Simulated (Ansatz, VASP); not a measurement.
## Two plane-wave programs on Ag

INCAR

```
SYSTEM = Ag
PREC     = Accurate       ! precision mode
ENCUT    = 500            ! plane-wave cutoff, eV
EDIFF    = 1E-7           ! SCF threshold, eV
ISMEAR   = 1              ! smearing method
SIGMA    = 0.2            ! smearing width, eV
LREAL    = .FALSE.        ! projectors in reciprocal space
LASPH    = .TRUE.         ! aspherical terms in the spheres
NELM     = 120            ! most SCF steps
ALGO     = Normal         ! electronic algorithm
ISIF     = 3              ! what is computed and relaxed
LWAVE    = .FALSE.        ! write WAVECAR
LCHARG   = .FALSE.        ! write CHGCAR
GGA      = PE             ! functional
IBRION   = 2              ! ionic algorithm
NSW      = 100            ! ionic steps
EDIFFG   = -0.002         ! ionic threshold
GGA_COMPAT= .FALSE.      
NELMIN   = 4
```

KPOINTS

```
regular mesh
0
G
  18 18 18
  0 0 0
```

Contents of POSCAR:

```
Ag
1.0
    0.0000000000      2.0427500000      2.0427500000
    2.0427500000      0.0000000000      2.0427500000
    2.0427500000      2.0427500000      0.0000000000
Ag
1
Direct
    0.0000000000      0.0000000000      0.0000000000
```

Input for Ansatz:

```yaml
crystal:
  lattice:
    - [0.0, 2.04275, 2.04275]
    - [2.04275, 0.0, 2.04275]
    - [2.04275, 2.04275, 0.0]
  atoms:
    - { symbol: Ag, position: [0.0, 0.0, 0.0] }
basis:
  ecutwfc: 420
kpoints:
  mp_grid: { grid: [18, 18, 18] }
hamiltonian:
  xc: pbe
  pseudopotentials: { kind: paw }
scf:
  occupations: { method: methfessel_paxton, width: 0.2 }
output:
  forces: true
  stress: true
  eigenvalues: true
  write_density: true
  write_potential: true
  elf: true
  volumetric_format: npy
relax:
  adjacent_minimum: "off"
  f_tol: 0.002
  max_steps: 80
  cell: { stress_tol: 0.02 }
```

Alike in both runs: task relaxation of cell and atoms; functional PBE; k mesh 18 × 18 × 18; occupations methfessel-paxton of order 1, width 0.2 eV; no spin polarisation.

|  | VASP | Ansatz |
| --- | --- | --- |
| version | VASP 6.6.1 | Ansatz 0.2.0 |
| potentials or method | VASP PAW PBE potentials, release 64 (Ag), cutoff 500 eV | scalar-relativistic, plane waves, PAW |
| valence electrons in the cell | 11 | 19 |

|  | VASP | Ansatz | Ansatz less VASP |
| --- | --- | --- | --- |
| gap on the k mesh at the Fermi level, each at its own relaxed structure (eV) | none | none | - |
| relaxed volume (Å³/atom) | 17.82 | 17.84 | +0.014 |
| relaxed cell length with the largest relative difference (Å) | 2.932 | 2.933 | +0.0007 |

A gap of «none» marks a metal or a gap that the smearing closes. VASP's potentials hold 11 valence electrons a cell and Ansatz's 19, so a difference there can come from the potentials and not from the codes.
